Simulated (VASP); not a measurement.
Wanted: the native input for a VASP 6.6.1 run.

```yaml
Task: single point
Functional: PBE
Potentials_or_basis: VASP PAW PBE potentials, release 64 (As, Se)
Cutoff: 500 eV
k_mesh: 5 × 5 × 5
Occupations: gaussian, width 0.2 eV
Spin: no spin polarisation
Dipole_correction: no
Further_INCAR_settings: ALGO = Normal; EDIFF = 1e-06; NBANDS = 18
```

The structure of As3Se lies in POSCAR:

```
As3Se
1.0
   -2.7656760416      2.7656760416      2.7656760416
    2.7656760416     -2.7656760416      2.7656760416
    2.7656760416      2.7656760416     -2.7656760416
As Se
3 1
Direct
    0.0000000000      0.5000000000      0.5000000000
    0.5000000000      0.0000000000      0.5000000000
    0.5000000000      0.5000000000      0.0000000000
    0.0000000000      0.0000000000      0.0000000000
```

One way to write it, as run:

INCAR

```
SYSTEM = As3Se
ALGO = Normal
EDIFF = 1E-6
ENCUT = 500
GGA = PE
GGA_COMPAT = .False.
ISIF = 2
ISMEAR = 0
LASPH = .True.
LCHARG = .False.
LREAL = .False.
LWAVE = .False.
NBANDS = 18
NELM = 120
PREC = Accurate
SIGMA = 0.2
```

KPOINTS

```
k-points
0
Gamma
  5 5 5
  0 0 0
```

Potentials or basis: VASP PAW PBE potentials, release 64 (As, Se).

The run is started by

```sh
$ cat potpaw_PBE.64/As/POTCAR potpaw_PBE.64/Se/POTCAR > POTCAR
$ mpirun -np 1 vasp_std > vasp.out
```

It gave:

| Quantity | Value |
| --- | --- |
| Pressure | 0.0 GPa |

Run time: 8 s on 1 thread of Intel(R) Xeon(R) 6975P-C (Granite Rapids) (shared host), peak memory 0.2 GiB.
